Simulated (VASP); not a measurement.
# NaH in VASP: further runs

NaH is run at these levels: PBE+D4; tasks: single point.

Everything below comes from runs of VASP 6.6.1. Logs are shortened: lines on timing, memory, paths and dates and some standing lists are left out, and cuts for length are marked.

## (1) The cell of the first run

The cell holds a slab with vacuum, 4 atoms: a = 3.451 Å, b = 3.451 Å, c = 18.440 Å, α = 90.00°, β = 90.00°, γ = 90.00°.

## (2) Single point, PBE+D4

The input, INCAR:

```
ALGO = Normal
DIPOL = 0.5 0.5 0.500
EDIFF = 1E-6
ENCUT = 520
GGA = PE
IDIPOL = 3
ISIF = 2
ISMEAR = -1
IVDW = 13
LASPH = T
LCHARG = F
LDIPOL = T
LREAL = F
LWAVE = F
NBANDS = 16
NELM = 100
PREC = Accurate
SIGMA = 0.1
```

The input, KPOINTS:

```
k-points
0
Gamma
  4 4 1
```

The input, POSCAR:

```
NaH
1.0
    3.4506810000      0.0000000000      0.0000000000
    0.0000000000      3.4506810000      0.0000000000
    0.0000000000      0.0000000000     18.4399999348
Na H
2 2
Direct
    0.0000000000      0.0000000000      0.4338394809
    0.5000000000      0.5000000000      0.5661605191
    0.5000000000      0.5000000000      0.4338394809
    0.0000000000      0.0000000000      0.5661605191
```

Potentials or basis: VASP PAW PBE potentials, release 64 (Na_pv, H).

The run is started by

```console
$ cat potpaw_PBE.64/Na_pv/POTCAR potpaw_PBE.64/H/POTCAR > POTCAR
$ mpirun -np 1 vasp_std > vasp.out
```

OUTCAR:

```text
EDIFF = 1E-6
   ENCUT = 520
   GGA = PE
   ISIF = 2
   ISMEAR = -1
   IVDW = 13
   LASPH = T
   LREAL = F
   NELM = 100
   PREC = Accurate

 ion  position               nearest neighbor table
   1  0.000  0.000  0.434-
   2  0.500  0.500  0.566-
   3  0.500  0.500  0.434-
   4  0.000  0.000  0.566-

  LATTYP: Found a simple tetragonal cell.
 ALAT       =     3.4506810000
 C/A-ratio  =     5.3438726833

  Lattice vectors:

 A1 = (   3.4506810000,   0.0000000000,   0.0000000000)
 A2 = (   0.0000000000,   3.4506810000,   0.0000000000)
 A3 = (   0.0000000000,   0.0000000000,  18.4399999348)

Analysis of symmetry for initial positions (statically):
=====================================================================
 Subroutine PRICEL returns:
 Original cell was already a primitive cell.

 Routine SETGRP: Setting up the symmetry group for a
 simple tetragonal supercell.

 Subroutine GETGRP returns: Found 16 space group operations
 (whereof  8 operations were pure point group operations)
 out of a pool of 16 trial point group operations.

The static configuration has the point symmetry C_4v.
 The point group associated with its full space group is D_4h.

Analysis of symmetry for dynamics (positions and initial velocities):
=====================================================================
 Subroutine PRICEL returns:
 Original cell was already a primitive cell.

 Routine SETGRP: Setting up the symmetry group for a
 simple tetragonal supercell.

 Subroutine GETGRP returns: Found 16 space group operations
 (whereof  8 operations were pure point group operations)
 out of a pool of 16 trial point group operations.

The dynamic configuration has the point symmetry C_4v.
 The point group associated with its full space group is D_4h.

 Subroutine INISYM returns: Found 16 space group operations
 (whereof  8 operations are pure point group operations),
 and found     1 'primitive' translations

----------------------------------------------------------------------------------------

                                     Primitive cell

  volume of cell :     219.5688

  direct lattice vectors                    reciprocal lattice vectors
     3.450681000  0.000000000  0.000000000     0.289797869  0.000000000  0.000000000
     0.000000000  3.450681000  0.000000000     0.000000000  0.289797869  0.000000000
     0.000000000  0.000000000 18.439999935     0.000000000  0.000000000  0.054229935

  length of vectors
     3.450681000  3.450681000 18.439999935     0.289797869  0.289797869  0.054229935

  position of ions in fractional coordinates (direct lattice)
     0.000000000  0.000000000  0.433839481
     0.500000000  0.500000000  0.566160519
     0.500000000  0.500000000  0.433839481
     0.000000000  0.000000000  0.566160519

  ion indices of the primitive-cell ions
   primitive index   ion index
                 1           1
                 2           2
                 3           3
                 4           4

----------------------------------------------------------------------------------------

 KPOINTS: k-points

Automatic generation of k-mesh.
 Grid dimensions read from file:
 generate k-points for:    4    4    1

 Generating k-lattice:

  Cartesian coordinates                     Fractional coordinates (reciprocal lattice)
     0.072449467  0.000000000  0.000000000     0.250000000  0.000000000  0.000000000
     0.000000000  0.072449467  0.000000000     0.000000000  0.250000000  0.000000000
     0.000000000  0.000000000  0.054229935     0.000000000  0.000000000  1.000000000

  Length of vectors
     0.072449467  0.072449467  0.054229935

  Shift w.r.t. Gamma in fractional coordinates (k-lattice)
     0.000000000  0.000000000  0.000000000

 Subroutine IBZKPT returns following result:
 ===========================================

 Found      6 irreducible k-points:

 Following reciprocal coordinates:
            Coordinates               Weight
  0.000000  0.000000  0.000000      1.000000
  0.250000  0.000000  0.000000      4.000000
  0.500000  0.000000  0.000000      2.000000
  0.250000  0.250000  0.000000      4.000000
  0.500000  0.250000  0.000000      4.000000
  0.500000  0.500000  0.000000      1.000000
   k-points           NKPTS =      6   k-points in BZ     NKDIM =      6   number of bands    NBANDS=     16
   number of dos      NEDOS =    301   number of ions     NIONS =      4
   total plane-waves  NPLWV = 109760
   dimension x,y,z NGX =    28 NGY =   28 NGZ =  140
   dimension x,y,z NGXF=    56 NGYF=   56 NGZF=  280
   ions per type =               2   2
   NGX,Y,Z   is equivalent  to a cutoff of  13.49, 13.49, 12.62 a.u.
   NGXF,Y,Z  is equivalent  to a cutoff of  26.98, 26.98, 25.24 a.u.
 SYSTEM =  unknown system
   PREC   = accura    normal or accurate (medium, high low for compatibility)
   ISTART =      0    job   : 0-new  1-cont  2-samecut
   ICHARG =      2    charge: 1-file 2-atom 10-const
   ISPIN  =      1    spin polarized calculation?
   LNONCOLLINEAR =      F non collinear calculations
   LSORBIT =      F    spin-orbit coupling
   LASPH  =      T    aspherical Exc in radial PAW
   ENCUT  =  520.0 eV  38.22 Ry    6.18 a.u.   6.42  6.42 34.29*2*pi/ulx,y,z
   NELM   =    100;   NELMIN=  2; NELMDL= -5     # of ELM steps
   EDIFF  = 0.1E-05   stopping-criterion for ELM
   LREAL  =      F    real-space projection
   EDIFFG = 0.1E-04   stopping-criterion for IOM
   NSW    =      0    number of steps for IOM
   IBRION =     -1    ionic relax: 0-MD 1-quasi-New 2-CG
   NFREE  =      0    steps in history (QN), initial steepest desc. (CG)
   ISIF   =      2    stress and relaxation
   ISYM   =      2    0-nonsym 1-usesym 2-fastsym
   POTIM  = 0.5000    time-step for ionic-motion
   TEBEG  =    0.0;   TEEND  =   0.0 temperature during run
   PSTRESS=    0.0 pullay stress
   NELECT =      16.0000    total number of electrons
   NUPDOWN=      -1.0000    fix difference up-down
   EMIN   =  10.00;   EMAX   =-10.00  energy-range for DOS
   EFERMI =   0.00;   METHOD = LEGACY
   ISMEAR =    -1;   SIGMA  =   0.10  broadening in eV -4-tet -1-fermi 0-gaus
   EFERMI_NEDOS =   21; number of points for ismear=-14 and -15
   IALGO  =     38    algorithm
   IMIX   =      4    mixing-type and parameters
     AMIX     =   0.40;   BMIX     =  1.00
     AMIX_MAG =   1.60;   BMIX_MAG =  1.00
  volume/ion in A,a.u.               =      54.89       370.43
  Fermi-wavevector in a.u.,A,eV,Ry     =   0.683793  1.292181  6.361715  0.467573
  Thomas-Fermi vector in A             =   1.763259
   LORBIT       =      0    0 simple, 1 ext, 2 COOP (PROOUT), +10 PAW based schemes
   GGA     = PE    functional components
   LHFCALC =     F    Hartree Fock is set to
   AEXX    =    0.0000 exact exchange contribution
   IVDW    =    13    specifies the selected vdW correction
   LEPSILON=     F    determine dielectric tensor
   LRPA    =     F    only Hartree local field effects (RPA)
 non-spin polarized calculation
  energy-cutoff  :      520.00
  volume of cell :      219.57
 maximum number of plane-waves:      5933
 NGX is ok and might be reduce to    28
   NGX = 13   NGY = 13   NGZ = 69

 dipolmoment           0.000000      0.000000      0.000000 electrons x Angstroem

 number of electron      16.0000004 magnetization

 dipolmoment           0.000000      0.000000     -0.000000 electrons x Angstroem

 Free energy of the ion-electron system (eV)
  ---------------------------------------------------
  ext. energy  EPLUGINS =         0.00000000
  ---------------------------------------------------
  free energy    TOTEN  =        -9.85882530 eV

  energy without entropy =       -9.85882517  energy(sigma->0) =       -9.85882523

 E-fermi :  -1.7448     XC(G=0):  -2.6690

 val. band max:       -3.3147225593   @ k =   0.5000   0.5000   0.0000
 cond. band min:      -0.2465730809   @ k =   0.0000   0.0000   0.0000
 fundamental gap:      3.0681494783
 Fermi energy:        -1.7448136014

 k-point     1 :       0.0000    0.0000    0.0000
  band No.  band energies     occupation
      1     -25.9882      2.00000
      2     -25.9516      2.00000
      3     -25.8984      2.00000
      4     -25.8984      2.00000
      5     -25.8844      2.00000
      6     -25.8844      2.00000
[... 8 lines left out ...]
     15       4.7685      0.00000
     16       6.6845      0.00000

 k-point     2 :       0.2500    0.0000    0.0000
  band No.  band energies     occupation
      1     -25.9826      2.00000
      2     -25.9583      2.00000
      3     -25.9148      2.00000
      4     -25.9066      2.00000
      5     -25.8944      2.00000
      6     -25.8845      2.00000
[... 8 lines left out ...]
     15       3.7501      0.00000
     16       5.8155      0.00000

 k-point     3 :       0.5000    0.0000    0.0000
  band No.  band energies     occupation
      1     -25.9730      2.00000
      2     -25.9730      2.00000
      3     -25.9279      2.00000
      4     -25.9279      2.00000
      5     -25.8874      2.00000
      6     -25.8874      2.00000
[... 8 lines left out ...]
     15       4.2055      0.00000
     16       4.2055      0.00000

 k-point     4 :       0.2500    0.2500    0.0000
  band No.  band energies     occupation
      1     -25.9770      2.00000
      2     -25.9592      2.00000
      3     -25.9189      2.00000
      4     -25.9115      2.00000
      5     -25.9065      2.00000
      6     -25.9006      2.00000
[... 8 lines left out ...]
     15       4.4295      0.00000
     16       4.9241      0.00000

 k-point     5 :       0.5000    0.2500    0.0000
  band No.  band energies     occupation
      1     -25.9675      2.00000
      2     -25.9675      2.00000
      3     -25.9304      2.00000
      4     -25.9304      2.00000
      5     -25.9052      2.00000
      6     -25.9052      2.00000
[... 8 lines left out ...]
     15       4.9883      0.00000
     16       4.9883      0.00000

 k-point     6 :       0.5000    0.5000    0.0000
  band No.  band energies     occupation
      1     -25.9613      2.00000
      2     -25.9613      2.00000
      3     -25.9395      2.00000
      4     -25.9395      2.00000
      5     -25.9169      2.00000
      6     -25.9169      2.00000
[... 8 lines left out ...]
     15       5.8561      0.00000
     16       5.8561      0.00000

------------------------ aborting loop because EDIFF is reached ----------------------------------------

 vacuum level on the upper side and lower side of the slab       (xc-potential included)        -0.080        -0.080

  DFT-D4 for vdW energy calculation

  Edisp (eV):   -0.15092

  FORCE on cell =-STRESS in cart. coord.  units (eV):
  Direction    XX          YY          ZZ          XY          YZ          ZX
  --------------------------------------------------------------------------------------
  -------------------------------------------------------------------------------------
  Total      -1.05273    -1.05273    -0.20510     0.00000     0.00000     0.00000
  in kB      -7.68173    -7.68173    -1.49662     0.00000     0.00000     0.00000
  external pressure =       -5.62 kB  Pullay stress =        0.00 kB

 VOLUME and BASIS-vectors are now :
 -----------------------------------------------------------------------------
  energy-cutoff  :      520.00
  volume of cell :      219.57
      direct lattice vectors                 reciprocal lattice vectors
     3.450681000  0.000000000  0.000000000     0.289797869  0.000000000  0.000000000
     0.000000000  3.450681000  0.000000000     0.000000000  0.289797869  0.000000000
     0.000000000  0.000000000 18.439999935     0.000000000  0.000000000  0.054229935

 POSITION                                       TOTAL-FORCE (eV/Angst)
 -----------------------------------------------------------------------------------
      0.00000      0.00000      8.00000         0.000000      0.000000      0.071214
      1.72534      1.72534     10.44000        -0.000000     -0.000000     -0.071214
      1.72534      1.72534      8.00000        -0.000000     -0.000000      0.002460
      0.00000      0.00000     10.44000         0.000000      0.000000     -0.002460
 -----------------------------------------------------------------------------------
    total drift:                                0.000000      0.000000      0.000000

  FREE ENERGIE OF THE ION-ELECTRON SYSTEM (eV)
  ---------------------------------------------------
  free  energy   TOTEN  =       -10.0097481553 eV

  energy  without entropy=      -10.0097480262  energy(sigma->0) =      -10.00974809

 vacuum level on the upper side and lower side of the slab         0.775         0.775
```

Wall time 66 s (1 thread of Intel Xeon 8259CL, shared host); peak memory 0.32 GiB.

Results:

```yaml
Free_energy: -10.0097 eV
Largest_force: 0.071 eV/Å
Band_gap_on_the_k_mesh: 3.07 eV, indirect (least direct gap 4.42 eV)
Dispersion_energy_per_atom: -0.038 eV
```

Forces on the atoms (eV/Å):
```
Na   0.000  0.000  0.071
Na   0.000  0.000 -0.071
H    0.000  0.000  0.002
H    0.000  0.000 -0.002
```

Caveat: the k points lie up to 0.46 Å⁻¹ apart.

## (3) Single point, PBE+D4

Edit INCAR of step 2 so:

```diff
@@ -2,3 +2,4 @@
 DIPOL = 0.5 0.5 0.500
-EDIFF = 1E-6
+EDIFF = 1E-7
+EFIELD = -0.05
 ENCUT = 520
@@ -15,3 +16,3 @@
 NBANDS = 16
-NELM = 100
+NELM = 80
 PREC = Accurate
```

KPOINTS is that of step 2.

POSCAR is that of step 2.

Potentials or basis: VASP PAW PBE potentials, release 64 (Na_pv, H).

The run is started by

```console
$ cat potpaw_PBE.64/Na_pv/POTCAR potpaw_PBE.64/H/POTCAR > POTCAR
$ mpirun -np 1 vasp_std > vasp.out
```

It took 80 s on 1 thread of Intel Xeon 8259CL, shared host; peak memory 0.31 GiB.

Results (log left out):

| Property | Result |
| --- | --- |
| Free energy | -10.0101 eV |
| Largest force | 0.087 eV/Å |
| Band gap on the k mesh | 3.03 eV, indirect (least direct gap 4.40 eV) |
| Dispersion energy per atom | -0.038 eV |

Forces on the atoms (eV/Å):
```
Na   0.000  0.000  0.087
Na   0.000  0.000 -0.055
H    0.000  0.000 -0.013
H    0.000  0.000 -0.018
```

Levels at points of the mesh, in eV from the valence-band top:
| k point | band 6 | band 7 | band 8 | band 9 | band 10 | band 11 |
| --- | --- | --- | --- | --- | --- | --- |
| (0.00, 0.00, 0.00) | -22.58 | -2.98 | -1.37 | 3.03 | 3.57 | 4.34 |
| (0.50, 0.00, 0.00) | -22.58 | -0.95 | -0.92 | 3.91 | 3.96 | 6.07 |
| (0.50, 0.50, 0.00) | -22.61 | -0.04 | 0.00 | 5.11 | 5.11 | 7.03 |

Caveat: the k points lie up to 0.46 Å⁻¹ apart.

## (4) Single point, PBE+D4

The input, INCAR:

```
SYSTEM = NaH
PREC = Accurate ; ENCUT = 520
EDIFF = 1E-6 ; ISMEAR = -1
SIGMA = 0.1 ; LREAL = .False.
LASPH = .True. ; NELM = 100
ALGO = Normal ; ISIF = 2
LWAVE = .False. ; LCHARG = .False.
LDIPOL = .True. ; IDIPOL = 3
DIPOL = 0.5 0.5 0.500 ; GGA = PE
IVDW = 13 ; EFIELD = -0.1
NBANDS = 16
```

The input, KPOINTS:

```
regular mesh
0
Gamma
  4 4 1
  0 0 0
```

POSCAR is that of step 3.

The run is started by

```console
$ cat potpaw_PBE.64/Na_pv/POTCAR potpaw_PBE.64/H/POTCAR > POTCAR
$ mpirun -np 1 vasp_std > vasp.out
```

Wall time 80 s (1 thread of Intel Xeon 8259CL, shared host); peak memory 0.32 GiB.

It converged, with:

```
Free energy                : -10.0111 eV
Largest force              : 0.103 eV/Å
Band gap on the k mesh     : 2.96 eV, indirect (least direct gap 4.34 eV)
Dispersion energy per atom : -0.038 eV
```

Forces on the atoms (eV/Å):
```
Na   0.000  0.000  0.103
Na   0.000  0.000 -0.039
H    0.000  0.000 -0.029
H    0.000  0.000 -0.034
```

Levels at points of the mesh, in eV from the valence-band top:
```csv
k point,band 6,band 7,band 8,band 9,band 10,band 11
"(0.00, 0.00, 0.00)",-22.58,-3.00,-1.39,2.96,3.58,4.24
"(0.50, 0.00, 0.00)",-22.58,-0.99,-0.92,3.87,3.97,6.00
"(0.50, 0.50, 0.00)",-22.62,-0.07,0.00,5.09,5.09,7.01
```

Caveat: the k points lie up to 0.46 Å⁻¹ apart.

## (5) The runs side by side

| electric field (eV/Å) | gap on the mesh (eV) | largest force (eV/Å) |
| --- | --- | --- |
| - | 3.07 | 0.07 |
| 0.05 | 3.03 | 0.09 |
| 0.1 | 2.96 | 0.10 |

Alike in all rows: task single point; level PBE+D4; potentials or basis VASP PAW PBE potentials, release 64 (Na_pv, H); no spin polarisation; cell as given; k mesh 4 × 4 × 1; cutoff (eV) 520; smearing fermi-dirac 0.1 eV.

Caveats: all runs use coarse meshes.

Absolute energies hang on the potentials; compare differences alone.
